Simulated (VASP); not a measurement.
CoO:

```
CELL_PARAMETERS angstrom
-1.50800 1.50800 2.10725
1.50800 -1.50800 2.10725
1.50800 1.50800 -2.10725
ATOMIC_POSITIONS crystal
Co 0.00000 0.00000 0.00000
O 0.50000 0.50000 0.00000
```

| Quantity | Value |
| --- | --- |
| Program | VASP 6.6.1 |
| Task | relaxation of cell and atoms |
| Functional | PBE |
| Potentials or basis | VASP PAW PBE potentials, release 64 (Co, O) |
| Cutoff | 600 eV |
| k mesh | 12 × 12 × 12 |
| Occupations | fermi-dirac, width 0.05 eV |
| Spin | collinear spin, ferromagnetic start |
| Starting moments | [2.0, 0.0] μB |
| Hubbard terms | Co d U = 2.0 eV |

At the start: pressure 0.5 GPa; volume 9.58 Å³/atom.

Question: How do energy, volume and symmetry change on relaxing?

Answer: Over 3 steps the energy falls by 9.9 meV/atom and the volume is 9.69 Å³/atom (+1.1 %); space group Fm-3m (No. 225, to 0.1 Å) before, I4/mmm (No. 139, to 0.1 Å); moment 3.00 μB per cell.

The path:
| step | energy change (eV) | largest force (eV/Å) | pressure (GPa) | volume (Å³) |
| --- | --- | --- | --- | --- |
| 1 | 0.0000 | 0.0000 | 0.55 | 19.17 |
| 2 | -0.0123 | 0.0000 | -0.06 | 19.26 |
| 3 | -0.0197 | 0.0000 | -0.04 | 19.38 |

Final structure:
```
Co O
1.0
    -1.54381    1.54381    2.03248
     1.54381   -1.54381    2.03248
     1.54381    1.54381   -2.03248
Co O
1 1
Direct
  0.00000 0.00000 0.00000
  0.50000 0.50000 0.00000
```

Caveat: a cell with one magnetic atom can't hold antiferromagnetic order, which such compounds often take.
